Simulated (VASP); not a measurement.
Tb: single point with LDA

The system is Tb.

```
Tb
1.0
     3.67163    0.00000    0.00000
    -1.83581    3.17972    0.00000
     0.00000    0.00000    5.80527
Tb
2
Direct
  0.66667 0.33333 0.75000
  0.33333 0.66667 0.25000
```

This cell differs from its parent crystal: volume scaled by 1.06.

```json
{
 "Program": "VASP 6.6.1",
 "Task": "single point",
 "Functional": "LDA",
 "Potentials or basis": "VASP PAW PBE potentials, release 64 (Tb)",
 "Cutoff": "520 eV",
 "k mesh": "9 × 9 × 5",
 "Occupations": "fermi-dirac, width 0.05 eV",
 "Spin": "collinear spin, ferromagnetic start",
 "Starting moments": "[6.0, 6.0] μB"
}
```

```
Pressure                                              : -5.5 GPa
Net moment                                            : 11.84 μB per cell
Site moments                                          : Tb +5.69 μB
Valence electrons inside the program's atomic spheres : Tb 16.29
```

Stress tensor (GPa, compression positive):
```
-5.62  0.00  0.00
 0.00 -5.62  0.00
 0.00  0.00 -5.31
```

Levels at points of the mesh, in eV from the Fermi level:
Spin up:
```
           k point  band 22  band 23  band 24  band 25  band 26  band 27  band 28  band 29
(0.00, 0.00, 0.00)    -3.76    -3.67    -2.04     1.26     1.71     1.71     1.97     2.35
```
Spin down:
| k point | band 9 | band 10 | band 11 | band 12 | band 13 | band 14 | band 15 | band 16 | band 17 | band 18 |
| --- | --- | --- | --- | --- | --- | --- | --- | --- | --- | --- |
| (0.00, 0.00, 0.00) | -4.44 | -1.64 | -0.10 | -0.08 | -0.03 | 0.04 | 0.07 | 0.07 | 0.12 | 0.12 |

It took 10 min on 1 thread of Intel(R) Xeon(R) Platinum 8488C (Sapphire Rapids), with other jobs on the host, peak memory 0.26 GiB.

Caveat: the magnetic or orbital state may not be the lowest; the PAW data sets were made with another functional, which shifts forces and pressure a little; spin-orbit coupling is left out, which moves the levels of the heavy elements. The state reached can hang on the start; a lower one may exist.
